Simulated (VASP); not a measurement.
# CuO (Cc) in VASP: a series of runs, part 2 of 2

VASP 6.6.1. The steps go on from the part before.

### 5 Single point, PBE, collinear spin

Contents of INCAR:

```
SYSTEM = CuO
  ALGO = Normal
  EDIFF = 1E-6
  ENCUT = 820
  GGA = PE
  GGA_COMPAT = .FALSE.
  ISIF = 2
  ISMEAR = -1
  ISPIN = 2
  LASPH = .TRUE.
  LCHARG = .FALSE.
  LMAXMIX = 4
  LORBIT = 11
  LREAL = .FALSE.
  LWAVE = .FALSE.
  MAGMOM = 0.375 0.375 0 0
  NBANDS = 37
  NELM = 200
  NUPDOWN = 0.75
  PREC = Accurate
  SIGMA = 0.03
```

Contents of KPOINTS:

```
k-points
0
G
  7 7 4
  0 0 0
```

Contents of POSCAR:

```
CuO
1.0
    2.3446500000     -1.7134000000      0.0000000000
    2.3446500000      1.7134000000      0.0000000000
   -0.8605500000      0.0000000000      5.0594400000
Cu O
2 2
Direct
    0.0032000000      0.4968000000      0.0000000000
    0.4968000000      0.0032000000      0.5000000000
    0.5714000000      0.4056000000      0.2537000000
    0.4056000000      0.5714000000      0.7537000000
```

Potentials or basis: VASP PAW PBE potentials, release 64 (Cu_sv_GW, O).

On the command line:

```console
$ cat potpaw_PBE.64/Cu_sv_GW/POTCAR potpaw_PBE.64/O/POTCAR > POTCAR
$ mpirun -np 1 vasp_std > vasp.out
```

OUTCAR:

```text
SYSTEM = CuO
   EDIFF = 1E-6
   ENCUT = 820
   GGA = PE
   ISIF = 2
   ISMEAR = -1
   ISPIN = 2
   LASPH = .TRUE.
   LORBIT = 11
   LREAL = .FALSE.
   NELM = 200
   NUPDOWN = 0.75
   PREC = Accurate

 ion  position               nearest neighbor table
   1  0.003  0.497  0.000-   4 1.91   3 1.93   4 1.98   3 2.02
   2  0.497  0.003  0.500-   3 1.91   4 1.93   3 1.98   4 2.02
   3  0.571  0.406  0.254-   2 1.91   1 1.93   2 1.98   1 2.02
   4  0.406  0.571  0.754-   1 1.91   2 1.93   1 1.98   2 2.02

  LATTYP: Found a base centered monoclinic cell.
 ALAT       =     4.6893000000
 B/A-ratio  =     0.7307700510
 C/A-ratio  =     1.0944283424
 COS(beta)  =    -0.1676798048

  Lattice vectors:

 A1 = (   2.3446500000,  -1.7134000000,   0.0000000000)
 A2 = (   2.3446500000,   1.7134000000,   0.0000000000)
 A3 = (  -0.8605500000,   0.0000000000,   5.0594400000)

Analysis of symmetry for initial positions (statically):
[... 2130 lines left out ...]
  FORCE on cell =-STRESS in cart. coord.  units (eV):
  Direction    XX          YY          ZZ          XY          YZ          ZX
  --------------------------------------------------------------------------------------
  -------------------------------------------------------------------------------------
  Total        1.2161097      1.5803352      1.2679697      0.0000000      0.0000000     -0.2876399
  in kB       47.9307356     62.2860159     49.9747037      0.0000000      0.0000000    -11.3367988
  external PRESSURE =      53.3971517 kB  Pullay stress =       0.0000000 kB

 VOLUME and BASIS-vectors are now :
 -----------------------------------------------------------------------------
  energy-cutoff  :      820.00
  volume of cell :       40.65
      direct lattice vectors                 reciprocal lattice vectors
     2.344650000 -1.713400000  0.000000000     0.213251445 -0.291817439  0.036271510
     2.344650000  1.713400000  0.000000000     0.213251445  0.291817439  0.036271510
    -0.860550000  0.000000000  5.059440000     0.000000000  0.000000000  0.197650333

 POSITION                                       TOTAL-FORCE (eV/Angst)
 -----------------------------------------------------------------------------------
      1.17233      0.84573      0.00000        -0.662375      0.334191      0.258605
      0.74205     -0.84573      2.52972        -0.662375     -0.334191      0.258605
      2.07240     -0.28408      1.28358         0.662375      0.270183     -0.258605
      1.64213      0.28408      3.81330         0.662375     -0.270183     -0.258605
 -----------------------------------------------------------------------------------
    total drift:                                0.000033      0.000000      0.000249

  FREE ENERGIE OF THE ION-ELECTRON SYSTEM (eV)
  ---------------------------------------------------
  free  energy   TOTEN  =       -19.6040269281 eV

  energy  without entropy=      -19.5941907740  energy(sigma->0) =      -19.59910885

 total charge

# of ion       s       p       d       f       tot
--------------------------------------------------
    1        2.242   6.364   8.859   0.013  17.477
    2        2.242   6.364   8.859   0.013  17.477
    3        1.570   3.394   0.000   0.000   4.964
    4        1.570   3.394   0.000   0.000   4.964
--------------------------------------------------
tot          7.624  19.515  17.717   0.026  44.883

 magnetization (x)

# of ion       s       p       d       f       tot
--------------------------------------------------
    1       -0.001   0.002   0.239   0.000   0.241
    2       -0.001   0.002   0.239   0.000   0.241
    3        0.007   0.117   0.000   0.000   0.124
    4        0.007   0.117   0.000   0.000   0.124
--------------------------------------------------
tot          0.012   0.237   0.479   0.001   0.729
```

OSZICAR:

```text
N       E                     dE             d eps       ncg     rms          rms(c)
DAV:   1     0.105936525215E+04    0.10594E+04   -0.39328E+04 14245   0.526E+03
DAV:   2     0.853403615730E+02   -0.97402E+03   -0.92442E+03 15354   0.132E+03
DAV:   3    -0.204716965651E+02   -0.10581E+03   -0.10340E+03 17123   0.476E+02
DAV:   4    -0.254923913396E+02   -0.50207E+01   -0.50134E+01 15392   0.867E+01
DAV:   5    -0.256932860531E+02   -0.20089E+00   -0.20086E+00 15032   0.171E+01    0.175E+01
DAV:   6    -0.237440720155E+02    0.19492E+01   -0.33428E+01 15264   0.305E+02    0.164E+01
DAV:   7    -0.195602884137E+02    0.41838E+01   -0.12995E+01 14416   0.257E+02    0.381E+00
DAV:   8    -0.196252829115E+02   -0.64994E-01   -0.12110E+00 15244   0.131E+01    0.209E+00
DAV:   9    -0.196088534381E+02    0.16429E-01   -0.48451E-02 17720   0.131E+01    0.720E-01
DAV:  10    -0.196036582381E+02    0.51952E-02   -0.11077E-02 16371   0.682E+00    0.190E-01
DAV:  11    -0.196040325764E+02   -0.37434E-03   -0.16251E-03 16321   0.880E-01    0.719E-02
DAV:  12    -0.196040264148E+02    0.61616E-05   -0.15030E-04 16920   0.575E-01    0.365E-02
DAV:  13    -0.196040244971E+02    0.19176E-05   -0.15071E-05 13547   0.262E-01    0.112E-02
DAV:  14    -0.196040261575E+02   -0.16603E-05   -0.68233E-06  7937   0.655E-02    0.494E-03
DAV:  15    -0.196040269281E+02   -0.77059E-06   -0.15435E-06  8680   0.568E-02
   1 F= -.19604027E+02 E0= -.19599109E+02  d E =-.983615E-02  mag=     0.7500
```

stdout:

```text
POSCAR found type information on POSCAR CuO
 POSCAR found :  2 types and       4 ions
 scaLAPACK will be used
 LDA part: xc-table for (Slater+PW92), standard interpolation
 POSCAR, INCAR and KPOINTS ok, starting setup
 FFT: planning ... GRIDC
 FFT: planning ... GRID_SOFT
 FFT: planning ... GRID
 WAVECAR not read
 entering main loop
```

Wall time 3.3 min (1 thread of Intel Xeon 6975P-C (Granite Rapids), shared host); peak memory 0.4 GiB.

What came out:

```yaml
Free_energy: -19.6040 eV
Pressure: 5.3 GPa
Largest_force: 0.786 eV/Å
Net_moment: 0.75 μB per cell
Site_moments: Cu +0.24; O +0.12 μB
Valence_electrons_inside_the_program's_atomic_spheres: Cu 17.48; O 4.96
```

Forces in eV/Å, atoms in the order of the input:
```
Cu  -0.662  0.334  0.259
Cu  -0.662 -0.334  0.259
O    0.662  0.270 -0.259
O    0.662 -0.270 -0.259
```

Stress tensor (GPa, compression positive):
```
 4.79  0.00 -1.13
 0.00  6.23  0.00
-1.13  0.00  5.00
```

Caveat: the cell stands under pressure; the total moment is fixed, so each spin has its own Fermi level and the state may be an excited one.

### 6 Overview

| fixed moment (μB) | pressure (GPa) | moment (μB) | largest force (eV/Å) |
| --- | --- | --- | --- |
| 0.6 | 5.3 | 0.60 | 0.78 |
| 0.45 | 5.2 | 0.45 | 0.77 |
| - | 4.8 | 0.00 | 0.76 |
| 0.75 | 5.3 | 0.75 | 0.79 |

Alike in all rows: task single point; level PBE; potentials or basis VASP PAW PBE potentials, release 64 (Cu_sv_GW, O); spin collinear; cell as given; k mesh 7 × 7 × 4; cutoff (eV) 820; smearing fermi-dirac 0.03 eV.

Caveats: the cell stands under pressure; the total moment is fixed, so each spin has its own Fermi level and the state may be an excited one (at least some runs).

Absolute energies hang on the potentials; compare differences alone.
